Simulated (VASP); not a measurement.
# Ru (P6_3/mmc) in VASP: notebook, part 2 of 2

VASP 6.6.1. The steps go on from the part before.

## Step 4: Single point, LDA

INCAR

```
SYSTEM = Ru
ALGO     = Normal         ! electronic algorithm
EDIFF    = 1E-6           ! SCF threshold, eV
ENCUT    = 520            ! plane-wave cutoff, eV
GGA      = CA             ! functional
ISIF     = 2              ! what is computed and relaxed
ISMEAR   = -1             ! smearing method
LASPH    = .True.         ! aspherical terms in the spheres
LCHARG   = .True.         ! write CHGCAR
LELF     = .True.         ! ELF
LREAL    = .False.        ! projectors in reciprocal space
LVHAR    = .True.       
LWAVE    = .False.        ! write WAVECAR
NBANDS   = 21             ! bands
NELM     = 80             ! most SCF steps
PREC     = Accurate       ! precision mode
SIGMA    = 0.1            ! smearing width, eV
```

KPOINTS

```
k-points
0
Gamma
  14 14 8
  0 0 0
```

POSCAR

```
Ru
1.0
    2.6775346364      0.0000000000      0.0000000000
   -1.3387673182      2.3188130146      0.0000000000
    0.0000000000      0.0000000000      4.2181251212
Ru
2
Direct
    0.3333333333      0.6666666667      0.2500000000
    0.6666666667      0.3333333333      0.7500000000
```

Potentials or basis: VASP PAW LDA potentials, release 64 (Ru_pv).

Started as:

```bash
> cat potpaw_LDA.64/Ru_pv/POTCAR > POTCAR
> mpirun -np 1 vasp_std > vasp.out
```

OUTCAR:

```text
SYSTEM = Ru
   EDIFF = 1E-6
   ENCUT = 520
   GGA = CA
   ISIF = 2
   ISMEAR = -1
   LASPH = .True.
   LREAL = .False.
   NELM = 80
   PREC = Accurate

 ion  position               nearest neighbor table
   1  0.333  0.667  0.250-   2 2.61   2 2.61   2 2.61   2 2.61   2 2.61   2 2.61
   2  0.667  0.333  0.750-   1 2.61   1 2.61   1 2.61   1 2.61   1 2.61   1 2.61

  LATTYP: Found a hexagonal cell.
 ALAT       =     2.6775346364
 C/A-ratio  =     1.5753764914

  Lattice vectors:

 A1 = (   2.6775346364,   0.0000000000,   0.0000000000)
 A2 = (  -1.3387673182,   2.3188130146,   0.0000000000)
 A3 = (   0.0000000000,   0.0000000000,   4.2181251212)

Analysis of symmetry for initial positions (statically):
=====================================================================
 Subroutine PRICEL returns:
 Original cell was already a primitive cell.

 Routine SETGRP: Setting up the symmetry group for a
 hexagonal supercell.

 Subroutine GETGRP returns: Found 24 space group operations
 (whereof 12 operations were pure point group operations)
 out of a pool of 24 trial point group operations.

The static configuration has the point symmetry D_3d.
 The point group associated with its full space group is D_6h.

Analysis of symmetry for dynamics (positions and initial velocities):
=====================================================================
 Subroutine PRICEL returns:
 Original cell was already a primitive cell.

 Routine SETGRP: Setting up the symmetry group for a
 hexagonal supercell.

 Subroutine GETGRP returns: Found 24 space group operations
 (whereof 12 operations were pure point group operations)
 out of a pool of 24 trial point group operations.

The dynamic configuration has the point symmetry D_3d.
 The point group associated with its full space group is D_6h.

 Subroutine INISYM returns: Found 24 space group operations
 (whereof 12 operations are pure point group operations),
 and found     1 'primitive' translations

[... 108 lines left out ...]
   EFERMI =   0.00;   METHOD = LEGACY
   ISMEAR =    -1;   SIGMA  =   0.10  broadening in eV -4-tet -1-fermi 0-gaus
   EFERMI_NEDOS =   21; number of points for ismear=-14 and -15
   IALGO  =     38    algorithm
   IMIX   =      4    mixing-type and parameters
     AMIX     =   0.40;   BMIX     =  1.00
     AMIX_MAG =   1.60;   BMIX_MAG =  1.00
  volume/ion in A,a.u.               =      13.09        88.37
  Fermi-wavevector in a.u.,A,eV,Ry     =   1.673995  3.163391 38.127038  2.802258
  Thomas-Fermi vector in A             =   2.758868
   LORBIT       =      0    0 simple, 1 ext, 2 COOP (PROOUT), +10 PAW based schemes
   GGA     = CA    functional components
   LHFCALC =     F    Hartree Fock is set to
   AEXX    =    0.0000 exact exchange contribution
   IVDW    =     0    specifies the selected vdW correction
   LEPSILON=     F    determine dielectric tensor
   LRPA    =     F    only Hartree local field effects (RPA)
 non-spin polarized calculation
  energy-cutoff  :      520.00
  volume of cell :       26.19
 maximum number of plane-waves:       724
 NGX is ok and might be reduce to    20
   NGX =  9   NGY =  9   NGZ = 15

 number of electron      27.9999992 magnetization

 Free energy of the ion-electron system (eV)
  ---------------------------------------------------
  ext. energy  EPLUGINS =         0.00000000
  ---------------------------------------------------
  free energy    TOTEN  =       -21.41384804 eV

  energy without entropy =      -21.35920841  energy(sigma->0) =      -21.38652822

 E-fermi :  13.3800     XC(G=0): -14.6039

 val. band max:       13.3557584312   @ k =   0.0000   0.0000   0.3750
 cond. band min:      13.3862094112   @ k =   0.2857   0.1429   0.0000
 fundamental gap:      0.0304509800
 Fermi energy:        13.3799615142

 k-point     1 :       0.0000    0.0000    0.0000
  band No.  band energies     occupation
      1     -30.2457      2.00000
      2     -29.1734      2.00000
      3     -29.1734      2.00000
      4     -28.9756      2.00000
      5     -28.9756      2.00000
      6     -28.9246      2.00000
[... 565 lines left out ...]
     20      23.3102      0.00000
     21      23.3106      0.00000

 [... further k-points ...]

------------------------ aborting loop because EDIFF is reached ----------------------------------------

  FORCE on cell =-STRESS in cart. coord.  units (eV):
  Direction    XX          YY          ZZ          XY          YZ          ZX
  --------------------------------------------------------------------------------------
  -------------------------------------------------------------------------------------
  Total        0.1236762      0.1236762      0.2908733      0.0000000     -0.0000000      0.0000000
  in kB        7.5661739      7.5661739     17.7948402      0.0000000     -0.0000000      0.0000000
  external PRESSURE =      10.9757293 kB  Pullay stress =       0.0000000 kB

 VOLUME and BASIS-vectors are now :
 -----------------------------------------------------------------------------
  energy-cutoff  :      520.00
  volume of cell :       26.19
      direct lattice vectors                 reciprocal lattice vectors
     2.677534636  0.000000000  0.000000000     0.373477895  0.215627563  0.000000000
    -1.338767318  2.318813015  0.000000000     0.000000000  0.431255127  0.000000000
     0.000000000  0.000000000  4.218125121     0.000000000  0.000000000  0.237072152

 POSITION                                       TOTAL-FORCE (eV/Angst)
 -----------------------------------------------------------------------------------
     -0.00000      1.54588      1.05453         0.000000      0.000000      0.000000
      1.33877      0.77294      3.16359        -0.000000     -0.000000      0.000000
 -----------------------------------------------------------------------------------
    total drift:                               -0.000000      0.000000     -0.000000

  FREE ENERGIE OF THE ION-ELECTRON SYSTEM (eV)
  ---------------------------------------------------
  free  energy   TOTEN  =       -21.4138480365 eV

  energy  without entropy=      -21.3592084062  energy(sigma->0) =      -21.38652822
```

OSZICAR:

```text
N       E                     dE             d eps       ncg     rms          rms(c)
DAV:   1     0.286392187282E+03    0.28639E+03   -0.17461E+04  5040   0.149E+03
DAV:   2    -0.168833822556E+02   -0.30328E+03   -0.29390E+03  5175   0.448E+02
DAV:   3    -0.228192925364E+02   -0.59359E+01   -0.59022E+01  5960   0.703E+01
DAV:   4    -0.228639240254E+02   -0.44631E-01   -0.44572E-01  6269   0.583E+00
DAV:   5    -0.228644928619E+02   -0.56884E-03   -0.56350E-03  5747   0.587E-01    0.201E+01
DAV:   6    -0.215180176557E+02    0.13465E+01   -0.30215E+00  5765   0.167E+01    0.556E+00
DAV:   7    -0.214257435837E+02    0.92274E-01   -0.46626E-01  5710   0.485E+00    0.114E+00
DAV:   8    -0.214145968262E+02    0.11147E-01   -0.17193E-02  5435   0.129E+00    0.404E-01
DAV:   9    -0.214138246104E+02    0.77222E-03   -0.72383E-04  5765   0.288E-01    0.274E-02
DAV:  10    -0.214138485103E+02   -0.23900E-04   -0.23061E-05  5650   0.502E-02    0.108E-02
DAV:  11    -0.214138480365E+02    0.47374E-06   -0.48898E-06  5635   0.215E-02
   1 F= -.21413848E+02 E0= -.21386528E+02  d E =-.546396E-01
```

Wall time 27 s (1 thread of Intel Xeon Platinum 8488C (Sapphire Rapids), shared host); peak memory 0.16 GiB.

What came out:

- Free energy: -21.4138 eV
- Pressure: 1.1 GPa
- Band gap on the k mesh: zero (bands 14 and 15 overlap by 3.35 eV)

Stress tensor (GPa, compression positive):
```
0.76 0.00 0.00
0.00 0.76 0.00
0.00 0.00 1.78
```

## Step 5: Single point, LDA

INCAR

```
  PREC = Accurate
  ENCUT = 560
  EDIFF = 1E-6
  ISMEAR = -1
  SIGMA = 0.1
  LREAL = False
  LASPH = True
  NELM = 120
  ALGO = Normal
  ISIF = 2
  LWAVE = False
  LCHARG = False
  GGA = CA
  NBANDS = 23
  GGA_COMPAT = False
```

KPOINTS

```
Automatic mesh
0
Gamma
  5 5 3
```

POSCAR is that of step 4.

Potentials or basis: VASP PAW LDA potentials, release 64 (Ru_sv).

Started as:

```bash
> cat potpaw_LDA.64/Ru_sv/POTCAR > POTCAR
> mpirun -np 1 vasp_std > vasp.out
```

Wall time 15 s (1 thread of AMD EPYC 7R43 (Zen 3), shared host); peak memory 0.1 GiB.

It converged, with:

- Free energy: -21.4400 eV
- Pressure: -0.5 GPa
- Band gap on the k mesh: zero (bands 16 and 17 overlap by 2.58 eV)

Stress tensor (GPa, compression positive):
```
-3.77  0.00  0.00
 0.00 -3.77  0.00
 0.00  0.00  5.98
```

Levels at points of the mesh, in eV from the Fermi level:
| k point | band 12 | band 13 | band 14 | band 15 | band 16 | band 17 | band 18 | band 19 | band 20 | band 21 |
| --- | --- | --- | --- | --- | --- | --- | --- | --- | --- | --- |
| (0.00, 0.00, 0.00) | -2.83 | -2.57 | -2.09 | -2.09 | -1.54 | -1.54 | 1.24 | 1.24 | 1.30 | 10.67 |

Caveat: the k points lie up to 0.54 Å⁻¹ apart, too coarse for converged energies and pressures of a metal.

## Step 6: Single point, LDA

INCAR

```
ALGO = Normal ; EDIFF = 1E-6
ENCUT = 560 ; GGA = CA
GGA_COMPAT = F ; ISIF = 2
ISMEAR = -1 ; LASPH = T
LCHARG = T ; LELF = T
LREAL = F ; LVHAR = T
LWAVE = F ; NBANDS = 23
NELM = 120 ; PREC = Accurate
SIGMA = 0.1
```

KPOINTS

```
k-points
0
Gamma
  2 2 1
```

POSCAR is that of step 5.

Potentials or basis: VASP PAW LDA potentials, release 64 (Ru_sv).

Started as:

```bash
> cat potpaw_LDA.64/Ru_sv/POTCAR > POTCAR
> mpirun -np 1 vasp_std > vasp.out
```

OUTCAR:

```text
EDIFF = 1E-6
   ENCUT = 560
   GGA = CA
   ISIF = 2
   ISMEAR = -1
   LASPH = T
   LREAL = F
   NELM = 120
   PREC = Accurate

 ion  position               nearest neighbor table
   1  0.333  0.667  0.250-   2 2.61   2 2.61   2 2.61   2 2.61   2 2.61   2 2.61
   2  0.667  0.333  0.750-   1 2.61   1 2.61   1 2.61   1 2.61   1 2.61   1 2.61

  LATTYP: Found a hexagonal cell.
 ALAT       =     2.6775346364
 C/A-ratio  =     1.5753764914

[... 216 lines left out ...]
     23      28.8450      0.00000

------------------------ aborting loop because EDIFF is reached ----------------------------------------

  FORCE on cell =-STRESS in cart. coord.  units (eV):
  Direction    XX          YY          ZZ          XY          YZ          ZX
  --------------------------------------------------------------------------------------
  -------------------------------------------------------------------------------------
  Total        0.3858299      0.3858299      3.3000288      0.0000000     -0.0000000      0.0000000
  in kB       23.6040317     23.6040317    201.8868460      0.0000000     -0.0000000      0.0000000
  external PRESSURE =      83.0316365 kB  Pullay stress =       0.0000000 kB

 VOLUME and BASIS-vectors are now :
 -----------------------------------------------------------------------------
  energy-cutoff  :      560.00
  volume of cell :       26.19
      direct lattice vectors                 reciprocal lattice vectors
     2.677534636  0.000000000  0.000000000     0.373477895  0.215627563  0.000000000
    -1.338767318  2.318813015  0.000000000     0.000000000  0.431255127  0.000000000
     0.000000000  0.000000000  4.218125121     0.000000000  0.000000000  0.237072152

 POSITION                                       TOTAL-FORCE (eV/Angst)
 -----------------------------------------------------------------------------------
     -0.00000      1.54588      1.05453        -0.000000      0.000000      0.000000
      1.33877      0.77294      3.16359         0.000000     -0.000000      0.000000
 -----------------------------------------------------------------------------------
    total drift:                               -0.000000      0.000000     -0.000000

  FREE ENERGIE OF THE ION-ELECTRON SYSTEM (eV)
  ---------------------------------------------------
  free  energy   TOTEN  =       -20.8761599594 eV

  energy  without entropy=      -20.6817738692  energy(sigma->0) =      -20.77896691
```

stdout:

```text
POSCAR found type information on POSCAR Ru
 POSCAR found :  1 types and       2 ions
 scaLAPACK will be used
 LDA part: xc-table for (Slater(with rela. corr.)+CA(PZ))
 , standard interpolation
 POSCAR, INCAR and KPOINTS ok, starting setup
 FFT: planning ... GRIDC
 FFT: planning ... GRID_SOFT
 FFT: planning ... GRID
 WAVECAR not read
 entering main loop
```

It took 1.8 s on 1 thread of Intel Xeon 6975P-C (Granite Rapids), shared host; peak memory 0.13 GiB.

What came out:

| Quantity | Value |
| --- | --- |
| Free energy | -20.8762 eV |
| Pressure | 8.3 GPa |
| Band gap on the k mesh | zero (bands 16 and 17 overlap by 2.71 eV) |

Stress tensor (GPa, compression positive):
```
 2.36  0.00  0.00
 0.00  2.36  0.00
 0.00  0.00 20.19
```

Caveat: the k points lie up to 1.49 Å⁻¹ apart, too coarse for converged energies and pressures of a metal.

## Step 7: Summary

| potentials or basis | k mesh | cutoff (eV) | smearing | gap on the mesh (eV) | pressure (GPa) |
| --- | --- | --- | --- | --- | --- |
| VASP PAW LDA potentials, release 64 (Ru_pv) | 13 × 13 × 8 | 520 | methfessel-paxton 0.6 eV | none | 0.6 |
| VASP PAW LDA potentials, release 64 (Ru_pv) | 13 × 13 × 8 | 520 | methfessel-paxton 1 eV | none | -0.1 |
| VASP PAW LDA potentials, release 64 (Ru_pv) | 14 × 14 × 8 | 520 | fermi-dirac 0.1 eV | none | 1.1 |
| VASP PAW LDA potentials, release 64 (Ru_sv) | 5 × 5 × 3 | 560 | fermi-dirac 0.1 eV | none | -0.5 |
| VASP PAW LDA potentials, release 64 (Ru_sv) | 2 × 2 × 1 | 560 | fermi-dirac 0.1 eV | none | 8.3 |

Alike in all rows: task single point; level LDA; no spin polarisation; cell as given.

Caveats: some runs use coarse meshes; so wide a smearing shifts energies and pressures (at least some runs).

Total energies depend on the potentials used, so only differences within one code and one set of settings carry meaning.

The gap in the log of VASP goes by the Fermi energy; the results here count the filled bands.